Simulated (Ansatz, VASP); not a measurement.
NaCaBr3 in VASP and in Ansatz

Contents of POSCAR:

```
NaCaBr3
1.0
    5.6413113660      0.0000000000      0.0000000000
    0.0000000000      5.6413113660      0.0000000000
    0.0000000000      0.0000000000      5.6413113660
Na Ca Br
1 1 3
Direct
    0.0000000000      0.0000000000      0.0000000000
    0.5000000000      0.5000000000      0.5000000000
    0.5000000000      0.5000000000      0.0000000000
    0.5000000000      0.0000000000      0.5000000000
    0.0000000000      0.5000000000      0.5000000000
```

Contents of INCAR.step1:

```
  ALGO = Normal
  EDIFF = 1E-4
  ENCUT = 520
  GGA = PE
  ISMEAR = 0
  LASPH = T
  LCHARG = F
  LREAL = F
  LWAVE = T
  NBANDS = 27
  NELM = 60
  PREC = Accurate
  SIGMA = 0.01
```

The input INCAR.step2:

```
  ALGO = Normal
  EDIFF = 1E-6
  ENCUT = 520
  ISIF = 2
  ISMEAR = 0
  ISTART = 1
  LASPH = T
  LCHARG = F
  LMIXTAU = T
  LREAL = F
  LWAVE = F
  METAGGA = R2SCAN
  NBANDS = 27
  NELM = 60
  PREC = Accurate
  SIGMA = 0.01
```

The input KPOINTS:

```
k-points
0
Gamma
  4 4 4
```

Input for Ansatz:

```yaml
crystal:
  lattice:
    - [5.641311366, 0.0, 0.0]
    - [0.0, 5.641311366, 0.0]
    - [0.0, 0.0, 5.641311366]
  atoms:
    - { symbol: Na, position: [0.0, 0.0, 0.0] }
    - { symbol: Ca, position: [0.5, 0.5, 0.5] }
    - { symbol: Br, position: [0.5, 0.5, 0.0] }
    - { symbol: Br, position: [0.5, 0.0, 0.5] }
    - { symbol: Br, position: [0.0, 0.5, 0.5] }
kpoints:
  mp_grid: { grid: [4, 4, 4] }
  band_path:
    path: [[0.0, 0.0, 0.0], [0.0, 0.5, 0.0], [0.5, 0.5, 0.0], [0.5, 0.5, 0.5]]
    npoints: 1
hamiltonian:
  xc: r2scan
scf:
  occupations: { method: fixed }
  n_extra_bands: 5
output:
  forces: true
  stress: true
  eigenvalues: true
```

Alike in both runs: task single point; functional r2SCAN; k mesh 4 × 4 × 4; no spin polarisation.

|  | VASP | Ansatz |
| --- | --- | --- |
| version | VASP 6.6.1 | Ansatz 0.2.0 |
| potentials or method | VASP PAW PBE potentials, release 64 (Na_pv, Ca_sv, Br) | plane waves, PAW |
| plane-wave cutoff (eV) | 520 | 500 |
| occupations | gaussian, width 0.01 eV | fixed |
| valence electrons in the cell | 38 | 40 |

|  | VASP | Ansatz | Ansatz less VASP |
| --- | --- | --- | --- |
| gap on the k mesh at the Fermi level (eV) | 3.80 | 3.79 | -0.006 |
| pressure (GPa) | 0.1 | 0.0 | -0.06 |

VASP's potentials were made for PBE, not for r2SCAN. VASP's potentials hold 38 valence electrons a cell and Ansatz's 40, so a difference there can come from the potentials and not from the codes.
